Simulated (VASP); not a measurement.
Set up this calculation in VASP 6.6.1, as the native input.

```
Task                   : relaxation of cell and atoms
Functional             : PBE
Potentials or basis    : VASP PAW PBE potentials, release 64 (Mn_pv, F)
Cutoff                 : 600 eV
k mesh                 : 4 × 4 × 4
Occupations            : gaussian, width 0.02 eV
Spin                   : collinear spin, antiferromagnetic start
Starting moments       : [4.33, -4.33, 0.0, 0.0, 0.0, 0.0] μB
Dipole correction      : no
Further INCAR settings : ALGO = Normal; EDIFF = 1e-06; IBRION = 2; EDIFFG = -0.01; NSW = 100; ISIF = 3
```

The structure of MnF2 lies in POSCAR:

```
MnF2
1.0
    0.0000000000      4.5858922036      4.5858922036
    4.5858922036      0.0000000000      4.5858922036
    4.5858922036      4.5858922036      0.0000000000
Mn F
2 4
Direct
    0.5000000000      0.5000000000      0.5000000000
    0.2500000000      0.2500000000      0.2500000000
    0.3750000152      0.3750000152      0.8749999544
    0.8749999544      0.3750000152      0.3750000152
    0.3750000152      0.3750000152      0.3750000152
    0.3750000152      0.8749999544      0.3750000152
```

These files were run (other wordings do the same):

INCAR

```
SYSTEM = MnF2
PREC = Accurate ; ENCUT = 600
EDIFF = 1E-6 ; ISMEAR = 0
SIGMA = 0.02 ; LREAL = .False.
LASPH = .True. ; NELM = 150
ALGO = Normal ; ISIF = 3
LWAVE = .False. ; LCHARG = .False.
ISPIN = 2 ; MAGMOM = 4.33 -4.33 0 0 0 0
LORBIT = 11 ; LMAXMIX = 4
GGA = PE ; IBRION = 2
NSW = 100 ; EDIFFG = -0.01
```

KPOINTS

```
regular mesh
0
Gamma
  4 4 4
  0 0 0
```

Potentials or basis: VASP PAW PBE potentials, release 64 (Mn_pv, F).

Run with:

```console
$ cat potpaw_PBE.64/Mn_pv/POTCAR potpaw_PBE.64/F/POTCAR > POTCAR
$ mpirun -np 1 vasp_std > vasp.out
```

Results of the run:

* Relaxed volume: 32.23 Å³/atom
* Relaxed cell: a = 6.491 Å, b = 6.491 Å, c = 6.491 Å, α = 60.00°, β = 60.00°, γ = 60.00°
* Space group after relaxing (to 0.05 Å): Fd-3m (No. 227)
* Energy gained by relaxing: 0.0 meV/atom
* Ionic steps: 2
* Pressure after relaxing: 0.0 GPa
* Band gap on the k mesh: 2.88 eV, indirect (least direct gap 2.94 eV)
* Net moment: 0.00 μB per cell
* Site moments: Mn +4.45, -4.45; F +0.00 μB
* Valence electrons inside the program's atomic spheres: Mn 11.33; F 6.09

It took 4 min on 1 thread of Intel(R) Xeon(R) 6975P-C (Granite Rapids), with other jobs on the host, peak memory 0.54 GiB.
